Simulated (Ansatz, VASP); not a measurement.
**MgO in VASP and in Ansatz**

```xyz
2
Lattice="0.0000 2.0816 2.0816 2.0816 0.0000 2.0816 2.0816 2.0816 0.0000" Properties=species:S:1:pos:R:3 pbc="T T T"
Mg    0.0000    0.0000    0.0000
O     2.0816    2.0816    2.0816
```

Alike in both runs: task relaxation of cell and atoms; functional LDA; k mesh 8 × 8 × 8; occupations gaussian, width 0.02 eV; no spin polarisation.

```csv
,VASP,Ansatz
version,VASP 6.6.1,Ansatz 0.2.0
potentials or method,"VASP PAW LDA potentials, release 64 (Mg, O), cutoff 600 eV","scalar-relativistic, plane waves, PAW"
valence electrons in the cell,8,16
```

VASP gave:

* gap on the k mesh at the Fermi level, each at its own relaxed structure (eV): 5.15
* relaxed volume (Å³/atom): 8.89
* relaxed cell length with the largest relative difference (Å): 2.930

Q: Which values does Ansatz return?

A: gap on the k mesh at the Fermi level, each at its own relaxed structure (eV): 5.03; relaxed volume (Å³/atom): 9.00; relaxed cell length with the largest relative difference (Å): 2.942.

Ansatz warns that its potentials were made for another functional, while VASP's fit it. LDA's correlation is that of Perdew and Zunger in VASP and of Perdew and Wang (1992) in Ansatz. VASP's potentials hold 8 valence electrons a cell and Ansatz's 16, so a difference there can come from the potentials and not from the codes.
